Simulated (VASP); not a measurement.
Ta:

```xyz
1
Lattice="0.0000 2.0800 2.0800 2.0800 0.0000 2.0800 2.0800 2.0800 0.0000" Properties=species:S:1:pos:R:3 pbc="T T T"
Ta    0.0000    0.0000    0.0000
```

This isn't the form of Ta at room conditions, which is bcc.

| Quantity | Value |
| --- | --- |
| Program | VASP 6.6.1 |
| Task | relaxation of cell and atoms |
| Functional | PBE |
| Potentials or basis | VASP PAW PBE potentials, release 64 (Ta_pv) |
| Cutoff | 500 eV |
| k mesh | 18 × 18 × 18 |
| Occupations | methfessel-paxton, width 0.1 eV |
| Spin | no spin polarisation |

At the start: pressure 9.3 GPa; volume 18.00 Å³/atom.

Problem. Where does the relaxation end?

Solution. Over 4 steps the energy falls by 23.5 meV/atom and the volume is 18.83 Å³/atom (+4.6 %); space group Fm-3m (No. 225, to 0.1 Å) before and after.

The path:
```csv
step,energy change (eV),largest force (eV/Å),pressure (GPa),volume (Å³)
1,0.0000,0.0000,9.34,18.00
2,0.0892,0.0000,-16.29,20.87
3,-0.0235,0.0000,-0.28,18.86
4,-0.0235,0.0000,-0.01,18.83
```

Final structure:
```
Ta
1.0
     0.00000    2.11168    2.11168
     2.11168    0.00000    2.11168
     2.11168    2.11168    0.00000
Ta
1
Direct
  0.00000 0.00000 0.00000
```
